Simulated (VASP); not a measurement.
## ZnS: single point with r2SCAN

Crystal: ZnS.

```
Zn S
1.0
    -3.24111    3.24111    3.00052
     3.24111   -3.24111    3.00052
     3.24111    3.24111   -3.00052
Zn S
4 4
Direct
  0.25000 0.25000 0.00000
  0.75000 0.75000 0.00000
  0.75000 0.25000 0.50000
  0.25000 0.75000 0.50000
  0.69186 0.19186 0.88372
  0.19186 0.30814 0.50000
  0.30814 0.80814 0.11628
  0.80814 0.69186 0.50000
```

```json
{"Program": "VASP 6.6.1", "Task": "single point", "Functional": "r2SCAN", "Potentials or basis": "VASP PAW PBE potentials, release 64 (Zn, S)", "Cutoff": "520 eV", "k mesh": "6 × 6 × 6", "Occupations": "methfessel-paxton, width 0.0302 eV", "Spin": "no spin polarisation"}
```

| Property | Result |
| --- | --- |
| Pressure | 5.1 GPa |
| Band gap on the k mesh | 0.02 eV (least direct gap 0.12 eV) |

Forces on the atoms (eV/Å):
```
Zn   0.000  0.000  0.000
Zn   0.000  0.000  0.000
Zn   0.000  0.000  0.000
Zn   0.000  0.000  0.000
S    0.001  0.001  0.000
S   -0.001  0.001  0.000
S   -0.001 -0.001  0.000
S    0.001 -0.001  0.000
```

Stress tensor (GPa, compression positive):
```
5.14 0.00 0.00
0.00 5.14 0.00
0.00 0.00 5.04
```

Levels at points of the mesh, in eV from the valence-band top:
```csv
k point,band 34,band 35,band 36,band 37,band 38,band 39
"(0.00, 0.00, 0.00)",-0.57,-0.57,-0.37,0.02,0.16,4.77
"(0.50, 0.00, 0.00)",-1.23,-0.67,-0.67,2.10,2.10,4.31
"(0.50, 0.50, 0.00)",-0.79,-0.70,-0.66,2.15,2.60,4.33
"(0.50, 0.50, 0.50)",-0.18,-0.18,-0.11,2.61,3.58,4.21
```

It took 7.6 min on 1 thread of Intel(R) Xeon(R) 6975P-C (Granite Rapids), on a shared host, peak memory 0.35 GiB.

Caveat: the cell stands under pressure; the PAW data sets were made with another functional, which shifts forces and pressure a little. A k mesh can miss the band edges.
